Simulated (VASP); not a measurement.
# Ag (Ia-3) in VASP: a series of runs

Ag is run at these levels: PBE; tasks: single point, relaxation of cell and atoms.

Program: VASP 6.6.1. These are calculated values, not measurements. Logs are shortened: lines on timing, memory, paths and dates and some standing lists are left out, and cuts for length are marked.

**1. The cell of the first run**

It takes space group Ia-3 (No. 206, cubic). The conventional cell has a = 6.746 Å, b = 6.746 Å, c = 6.746 Å, α = 90.00°, β = 90.00°, γ = 90.00°. Within 3.2 Å of Ag (site symmetry 3) lie 4 Ag at 2.41 to 2.42 Å.

**2. Single point, PBE**

INCAR reads:

```
PREC = Accurate
ENCUT = 520
EDIFF = 1E-6
ISMEAR = 0
SIGMA = 0.1
LREAL = False
LASPH = True
NELM = 100
ALGO = Normal
ISIF = 2
LWAVE = False
LCHARG = False
GGA = PE
NBANDS = 54
```

KPOINTS reads:

```
regular mesh
0
Gamma
  4 4 4
```

POSCAR reads:

```
Ag
1.0
   -3.3730700461      3.3730700461      3.3730700461
    3.3730700461     -3.3730700461      3.3730700461
    3.3730700461      3.3730700461     -3.3730700461
Ag
8
Direct
    0.2060000000      0.2060000000      0.2060000000
    0.5000000000      0.0000000000      0.2940000000
    0.2940000000      0.5000000000      0.0000000000
    0.0000000000      0.2940000000      0.5000000000
    0.7940000000      0.7940000000      0.7940000000
    0.5000000000      0.0000000000      0.7060000000
    0.7060000000      0.5000000000      0.0000000000
    0.0000000000      0.7060000000      0.5000000000
```

Potentials or basis: VASP PAW PBE potentials, release 64 (Ag).

The run is started by

```console
cat potpaw_PBE.64/Ag/POTCAR > POTCAR
mpirun -np 1 vasp_std > vasp.out
```

OUTCAR:

```text
PREC = Accurate
   ENCUT = 520
   EDIFF = 1E-6
   ISMEAR = 0
   LREAL = False
   LASPH = True
   NELM = 100
   ISIF = 2
   GGA = PE

 ion  position               nearest neighbor table
   1  0.206  0.206  0.206-   5 2.41   3 2.42   4 2.42   2 2.42   5 3.44
   2  0.500  0.000  0.294-   6 2.41   4 2.42   1 2.42   3 2.42   6 3.44
   3  0.294  0.500  0.000-   7 2.41   2 2.42   1 2.42   4 2.42   7 3.44
   4  0.000  0.294  0.500-   8 2.41   3 2.42   1 2.42   2 2.42   8 3.44
   5  0.794  0.794  0.794-   1 2.41   6 2.42   7 2.42   8 2.42   1 3.44
   6  0.500  0.000  0.706-   2 2.41   5 2.42   7 2.42   8 2.42   2 3.44
   7  0.706  0.500  0.000-   3 2.41   5 2.42   8 2.42   6 2.42   3 3.44
   8  0.000  0.706  0.500-   4 2.41   5 2.42   6 2.42   7 2.42   4 3.44

  LATTYP: Found a body centered cubic cell.
 ALAT       =     6.7461400922

  Lattice vectors:

 A1 = (  -3.3730700461,   3.3730700461,   3.3730700461)
 A2 = (   3.3730700461,  -3.3730700461,   3.3730700461)
 A3 = (   3.3730700461,   3.3730700461,  -3.3730700461)

Analysis of symmetry for initial positions (statically):
=====================================================================
 Subroutine PRICEL returns:
 Original cell was already a primitive cell.

 Routine SETGRP: Setting up the symmetry group for a
 body centered cubic supercell.

 Subroutine GETGRP returns: Found 24 space group operations
 (whereof  6 operations were pure point group operations)
 out of a pool of 48 trial point group operations.

The static configuration has the point symmetry S_6 .
 The point group associated with its full space group is T_h .

Analysis of symmetry for dynamics (positions and initial velocities):
=====================================================================
 Subroutine PRICEL returns:
 Original cell was already a primitive cell.

 Routine SETGRP: Setting up the symmetry group for a
 body centered cubic supercell.

 Subroutine GETGRP returns: Found 24 space group operations
 (whereof  6 operations were pure point group operations)
 out of a pool of 48 trial point group operations.

The dynamic configuration has the point symmetry S_6 .
 The point group associated with its full space group is T_h .

 Subroutine INISYM returns: Found 24 space group operations
 (whereof  6 operations are pure point group operations),
 and found     1 'primitive' translations

----------------------------------------------------------------------------------------

                                     Primitive cell

  volume of cell :     153.5098

  direct lattice vectors                    reciprocal lattice vectors
    -3.373070046  3.373070046  3.373070046     0.000000000  0.148232913  0.148232913
     3.373070046 -3.373070046  3.373070046     0.148232913  0.000000000  0.148232913
     3.373070046  3.373070046 -3.373070046     0.148232913  0.148232913  0.000000000

  length of vectors
     5.842328697  5.842328697  5.842328697     0.209632997  0.209632997  0.209632997

  position of ions in fractional coordinates (direct lattice)
     0.206000000  0.206000000  0.206000000
     0.500000000  0.000000000  0.294000000
     0.294000000  0.500000000  0.000000000
     0.000000000  0.294000000  0.500000000
     0.794000000  0.794000000  0.794000000
     0.500000000  0.000000000  0.706000000
     0.706000000  0.500000000  0.000000000
     0.000000000  0.706000000  0.500000000

  ion indices of the primitive-cell ions
   primitive index   ion index
                 1           1
                 2           2
                 3           3
                 4           4
                 5           5
                 6           6
                 7           7
                 8           8

----------------------------------------------------------------------------------------

 KPOINTS: regular mesh

Automatic generation of k-mesh.
 Grid dimensions read from file:
 generate k-points for:    4    4    4

 Generating k-lattice:

  Cartesian coordinates                     Fractional coordinates (reciprocal lattice)
     0.000000000  0.037058228  0.037058228     0.250000000  0.000000000  0.000000000
     0.037058228  0.000000000  0.037058228     0.000000000  0.250000000  0.000000000
     0.037058228  0.037058228  0.000000000     0.000000000  0.000000000  0.250000000

  Length of vectors
     0.052408249  0.052408249  0.052408249

  Shift w.r.t. Gamma in fractional coordinates (k-lattice)
     0.000000000  0.000000000  0.000000000

 Subroutine IBZKPT returns following result:
 ===========================================

 Found      8 irreducible k-points:

 Following reciprocal coordinates:
            Coordinates               Weight
  0.000000  0.000000  0.000000      1.000000
  0.250000  0.000000  0.000000     12.000000
  0.500000  0.000000  0.000000      6.000000
  0.250000  0.250000  0.000000     24.000000
  0.250000  0.250000  0.250000      2.000000
 -0.250000  0.250000  0.250000      6.000000
[... 64 lines left out ...]
  ---------------------------------------------------
  free energy    TOTEN  =       -13.11715968 eV

  energy without entropy =      -13.10203376  energy(sigma->0) =      -13.10959672

 E-fermi :   7.1764     XC(G=0): -11.3284

 val. band max:        7.1368140737   @ k =   0.2500   0.0000   0.0000
 cond. band min:       7.3598498652   @ k =   0.5000   0.5000   0.2500
 fundamental gap:      0.2230357915
 Fermi energy:         7.1763700739

 k-point     1 :       0.0000    0.0000    0.0000
  band No.  band energies     occupation
      1       0.0362      2.00000
      2       0.5956      2.00000
      3       0.5956      2.00000
      4       0.7343      2.00000
      5       0.7343      2.00000
      6       0.7343      2.00000
[... 46 lines left out ...]
     53       9.7749      0.00000
     54      13.9043      0.00000

 k-point     2 :       0.2500    0.0000    0.0000
  band No.  band energies     occupation
      1       0.4484      2.00000
      2       0.5077      2.00000
      3       0.5938      2.00000
      4       0.6318      2.00000
      5       0.7235      2.00000
      6       0.8578      2.00000
[... 46 lines left out ...]
     53      12.6630      0.00000
     54      12.7234      0.00000

 k-point     3 :       0.5000    0.0000    0.0000
  band No.  band energies     occupation
      1       0.5023      2.00000
      2       0.5023      2.00000
      3       0.7856      2.00000
      4       0.7856      2.00000
      5       0.8506      2.00000
      6       0.8506      2.00000
[... 46 lines left out ...]
     53      13.6863      0.00000
     54      13.6863      0.00000

 k-point     4 :       0.2500    0.2500    0.0000
  band No.  band energies     occupation
      1       0.5355      2.00000
      2       0.5744      2.00000
      3       0.6815      2.00000
      4       0.7009      2.00000
      5       0.7860      2.00000
      6       0.9040      2.00000
[... 46 lines left out ...]
     53      13.1686      0.00000
     54      13.4217      0.00000

 k-point     5 :       0.2500    0.2500    0.2500
  band No.  band energies     occupation
      1       0.6808      2.00000
      2       0.6808      2.00000
      3       0.6808      2.00000
      4       0.6808      2.00000
      5       0.7513      2.00000
      6       0.7513      2.00000
[... 46 lines left out ...]
     53      12.0737      0.00000
     54      12.0737      0.00000

 k-point     6 :      -0.2500    0.2500    0.2500
  band No.  band energies     occupation
      1       0.5201      2.00000
      2       0.5874      2.00000
      3       0.6853      2.00000
      4       0.7353      2.00000
      5       0.7759      2.00000
      6       0.9022      2.00000
[... 46 lines left out ...]
     53      13.4531      0.00000
     54      13.8369      0.00000

 k-point     7 :       0.5000    0.5000    0.2500
  band No.  band energies     occupation
      1       0.6047      2.00000
      2       0.6050      2.00000
      3       0.7024      2.00000
      4       0.7860      2.00000
      5       0.8241      2.00000
      6       0.9619      2.00000
[... 46 lines left out ...]
     53      13.6638      0.00000
     54      14.8430      0.00000

 k-point     8 :       0.5000    0.5000    0.5000
  band No.  band energies     occupation
      1       0.6613      2.00000
      2       0.6613      2.00000
      3       0.6613      2.00000
      4       0.9603      2.00000
      5       0.9603      2.00000
      6       0.9603      2.00000
[... 46 lines left out ...]
     53      12.4897      0.00000
     54      13.9760      0.00000

------------------------ aborting loop because EDIFF is reached ----------------------------------------

  FORCE on cell =-STRESS in cart. coord.  units (eV):
  Direction    XX          YY          ZZ          XY          YZ          ZX
  --------------------------------------------------------------------------------------
  -------------------------------------------------------------------------------------
  Total       25.4199159     25.4199159     25.4199159      0.0000000      0.0000000     -0.0000000
  in kB      265.3069466    265.3069466    265.3069466      0.0000000      0.0000000     -0.0000000
  external PRESSURE =     265.3069466 kB  Pullay stress =       0.0000000 kB

 VOLUME and BASIS-vectors are now :
 -----------------------------------------------------------------------------
  energy-cutoff  :      520.00
  volume of cell :      153.51
      direct lattice vectors                 reciprocal lattice vectors
    -3.373070046  3.373070046  3.373070046     0.000000000  0.148232913  0.148232913
     3.373070046 -3.373070046  3.373070046     0.148232913  0.000000000  0.148232913
     3.373070046  3.373070046 -3.373070046     0.148232913  0.148232913  0.000000000

 POSITION                                       TOTAL-FORCE (eV/Angst)
 -----------------------------------------------------------------------------------
      0.69485      0.69485      0.69485         0.915094      0.915094      0.915094
     -0.69485      2.67822      0.69485        -0.915094     -0.915094      0.915094
      0.69485     -0.69485      2.67822         0.915094     -0.915094     -0.915094
      2.67822      0.69485     -0.69485        -0.915094      0.915094     -0.915094
      2.67822      2.67822      2.67822        -0.915094     -0.915094     -0.915094
      0.69485      4.06792     -0.69485         0.915094      0.915094     -0.915094
     -0.69485      0.69485      4.06792        -0.915094      0.915094      0.915094
      4.06792     -0.69485      0.69485         0.915094     -0.915094      0.915094
 -----------------------------------------------------------------------------------
    total drift:                                0.000000     -0.000000      0.000000

  FREE ENERGIE OF THE ION-ELECTRON SYSTEM (eV)
  ---------------------------------------------------
  free  energy   TOTEN  =       -13.1171596840 eV

  energy  without entropy=      -13.1020337601  energy(sigma->0) =      -13.10959672
```

Wall time 49 s (1 thread of Intel Xeon 6975P-C (Granite Rapids), shared host); peak memory 0.33 GiB.

What came out:

```yaml
Free_energy: -13.1172 eV
Pressure: 26.5 GPa
Largest_force: 1.585 eV/Å
Band_gap_on_the_k_mesh: zero (bands 44 and 45 overlap by 3.07 eV)
```

Forces on the atoms (eV/Å):
```
Ag   0.915  0.915  0.915
Ag  -0.915 -0.915  0.915
Ag   0.915 -0.915 -0.915
Ag  -0.915  0.915 -0.915
Ag  -0.915 -0.915 -0.915
Ag   0.915  0.915 -0.915
Ag  -0.915  0.915  0.915
Ag   0.915 -0.915  0.915
```

Caveat: the cell stands under pressure; forces of over 1 eV/Å act on the atoms, so gaps and moduli don't describe the material at rest.

**3. Single point, PBE**

This run uses another cell than the first one, of 25.08 Å³/atom.

INCAR reads:

```
PREC     = Accurate       # precision mode
ENCUT    = 520            # plane-wave cutoff, eV
EDIFF    = 1E-6           # SCF threshold, eV
ISMEAR   = 0              # smearing method
SIGMA    = 0.1            # smearing width, eV
LREAL    = F              # projectors in reciprocal space
LASPH    = T              # aspherical terms in the spheres
NELM     = 100            # most SCF steps
ALGO     = Fast           # electronic algorithm
ISIF     = 2              # what is computed and relaxed
LWAVE    = F              # write WAVECAR
LCHARG   = F              # write CHGCAR
GGA      = PE             # functional
NBANDS   = 54             # bands
```

KPOINTS is that of step 2.

POSCAR reads:

```
Ag
1.0
   -3.6877525039      3.6877525039      3.6877525039
    3.6877525039     -3.6877525039      3.6877525039
    3.6877525039      3.6877525039     -3.6877525039
Ag
8
Direct
    0.2137872805      0.2137872805      0.2137872805
    0.5000000000      0.0000000000      0.2862127195
    0.2862127195      0.5000000000      0.0000000000
    0.0000000000      0.2862127195      0.5000000000
    0.7862127195      0.7862127195      0.7862127195
    0.5000000000      0.0000000000      0.7137872805
    0.7137872805      0.5000000000      0.0000000000
    0.0000000000      0.7137872805      0.5000000000
```

Potentials or basis: VASP PAW PBE potentials, release 64 (Ag).

The run is started by

```console
cat potpaw_PBE.64/Ag/POTCAR > POTCAR
mpirun -np 1 vasp_std > vasp.out
```

Wall time 50 s (1 thread of Intel Xeon 6975P-C (Granite Rapids), shared host); peak memory 0.33 GiB.

It converged, with:

```
Free energy            : -16.2716 eV
Pressure               : 0.3 GPa
Largest force          : 0.004 eV/Å
Band gap on the k mesh : zero (bands 44 and 45 overlap by 2.60 eV)
```

Forces in eV/Å, atoms in the order of the input:
```
Ag   0.002  0.002  0.002
Ag  -0.002 -0.002  0.002
Ag   0.002 -0.002 -0.002
Ag  -0.002  0.002 -0.002
Ag  -0.002 -0.002 -0.002
Ag   0.002  0.002 -0.002
Ag  -0.002  0.002  0.002
Ag   0.002 -0.002  0.002
```

Levels at points of the mesh, in eV from the Fermi level:
```csv
k point,band 41,band 42,band 43,band 44,band 45,band 46,band 47,band 48
"(0.00, 0.00, 0.00)",-2.63,0.63,0.86,0.86,0.86,1.40,1.40,1.40
"(0.50, 0.00, 0.00)",-2.65,-2.65,-0.49,-0.49,0.07,0.07,2.73,2.73
"(0.50, 0.50, 0.50)",-1.74,-1.74,-1.74,-1.73,-1.73,-1.73,3.77,3.96
```

**4. Relaxation of cell and atoms, PBE**

INCAR reads:

```
PREC = Accurate
ENCUT = 600
EDIFF = 1E-6
ISMEAR = 0
SIGMA = 0.1
LREAL = F
LASPH = T
NELM = 100
ALGO = Normal
ISIF = 3
LWAVE = F
LCHARG = F
GGA = PE
IBRION = 2
NSW = 90
EDIFFG = -0.04
```

KPOINTS reads:

```
Automatic mesh
0
Gamma
  4 4 4
```

POSCAR reads:

```
Ag
1.0
   -3.3730700461      3.3730700461      3.3730700461
    3.3730700461     -3.3730700461      3.3730700461
    3.3730700461      3.3730700461     -3.3730700461
Ag
8
Direct
    0.2060000000      0.2060000000      0.2060000000
    0.5000000000      0.0000000000      0.2940000000
    0.2940000000      0.5000000000      0.0000000000
    0.0000000000      0.2940000000      0.5000000000
    0.7940000000      0.7940000000      0.7940000000
    0.5000000000      0.0000000000      0.7060000000
    0.7060000000      0.5000000000      0.0000000000
    0.0000000000      0.7060000000      0.5000000000
```

The run is started by

```console
cat potpaw_PBE.64/Ag/POTCAR > POTCAR
mpirun -np 1 vasp_std > vasp.out
```

It took 2.2 min on 1 thread of Intel Xeon 6975P-C (Granite Rapids), shared host; peak memory 0.35 GiB.

Results (log left out):

| Item | Value |
| --- | --- |
| Free energy | -16.2459 eV |
| Relaxed volume | 25.27 Å³/atom |
| Relaxed cell | a = 6.404 Å, b = 6.404 Å, c = 6.404 Å, α = 109.47°, β = 109.47°, γ = 109.47° |
| Space group after relaxing (to 0.1 Å) | Ia-3 (No. 206) |
| Energy gained by relaxing | 391.3 meV/atom |
| Ionic steps | 4 |
| Pressure after relaxing | -0.1 GPa |
| Largest force after relaxing | 0.034 eV/Å |
| Band gap on the k mesh | zero (bands 44 and 45 overlap by 2.58 eV) |

Forces on the atoms (eV/Å):
```
Ag  -0.020 -0.020 -0.020
Ag   0.020  0.020 -0.020
Ag  -0.020  0.020  0.020
Ag   0.020 -0.020  0.020
Ag   0.020  0.020  0.020
Ag  -0.020 -0.020  0.020
Ag   0.020 -0.020 -0.020
Ag  -0.020  0.020 -0.020
```

Step by step:
| step | energy change (eV) | largest force (eV/Å) | pressure (GPa) | volume (Å³) |
| --- | --- | --- | --- | --- |
| 1 | 0.0000 | 1.5849 | 26.52 | 153.51 |
| 2 | -2.5880 | 0.2244 | -4.03 | 235.44 |
| 3 | -3.1293 | 0.0112 | 0.35 | 200.01 |
| 4 | -3.1306 | 0.0345 | -0.11 | 202.14 |

Final structure:
```cif
data_structure
_symmetry_space_group_name_H-M 'P 1'
_symmetry_Int_Tables_number 1
_cell_length_a 6.4036
_cell_length_b 6.4036
_cell_length_c 6.4036
_cell_angle_alpha 109.471
_cell_angle_beta 109.471
_cell_angle_gamma 109.471
_cell_volume 202.14
loop_
_atom_site_label
_atom_site_type_symbol
_atom_site_fract_x
_atom_site_fract_y
_atom_site_fract_z
_atom_site_occupancy
Ag1 Ag 0.21487 0.21487 0.21487 1
Ag2 Ag 0.50000 0.00000 0.28513 1
Ag3 Ag 0.28513 0.50000 0.00000 1
Ag4 Ag 0.00000 0.28513 0.50000 1
Ag5 Ag 0.78513 0.78513 0.78513 1
Ag6 Ag 0.50000 0.00000 0.71487 1
Ag7 Ag 0.71487 0.50000 0.00000 1
Ag8 Ag 0.00000 0.71487 0.50000 1
```

Levels at points of the mesh, in eV from the Fermi level:
| k point | band 40 | band 41 | band 42 | band 43 | band 44 | band 45 | band 46 | band 47 | band 48 | band 49 |
| --- | --- | --- | --- | --- | --- | --- | --- | --- | --- | --- |
| (0.00, 0.00, 0.00) | -2.63 | -2.63 | 0.62 | 0.86 | 0.86 | 0.86 | 1.40 | 1.40 | 1.40 | 1.66 |
| (0.50, 0.00, 0.00) | -2.76 | -2.65 | -2.65 | -0.48 | -0.48 | 0.06 | 0.06 | 2.71 | 2.71 | 2.91 |
| (0.50, 0.50, 0.50) | -2.69 | -1.74 | -1.74 | -1.74 | -1.72 | -1.72 | -1.72 | 3.77 | 3.95 | 3.95 |

Caveat: the volume moved by over 15 % at a fixed basis, so the end points are rough.

**5. The runs side by side**

| task | cell | cutoff (eV) | gap on the mesh (eV) | pressure (GPa) | largest force (eV/Å) |
| --- | --- | --- | --- | --- | --- |
| single point | a = 5.842 Å, angles 109.5°, 8 atoms, atomic positions A | 520 | none | 26.5 | 1.58 |
| single point | a = 6.387 Å, angles 109.5°, 8 atoms, atomic positions B | 520 | none | 0.3 | - |
| relaxation of cell and atoms | relaxed from a = 5.842 Å, angles 109.5°, 8 atoms, atomic positions A | 600 | none | -0.1 | 0.03 |

Alike in all rows: level PBE; potentials or basis VASP PAW PBE potentials, release 64 (Ag); no spin polarisation; k mesh 4 × 4 × 4; smearing gaussian 0.1 eV.

Caveats: the cell stands under pressure (at least some runs); forces of over 1 eV/Å act on the atoms, so gaps and moduli don't describe the material at rest (at least some runs); the volume moved by over 15 % at a fixed basis, so the end points are rough (at least some runs).

Absolute energies hang on the potentials; compare differences alone.
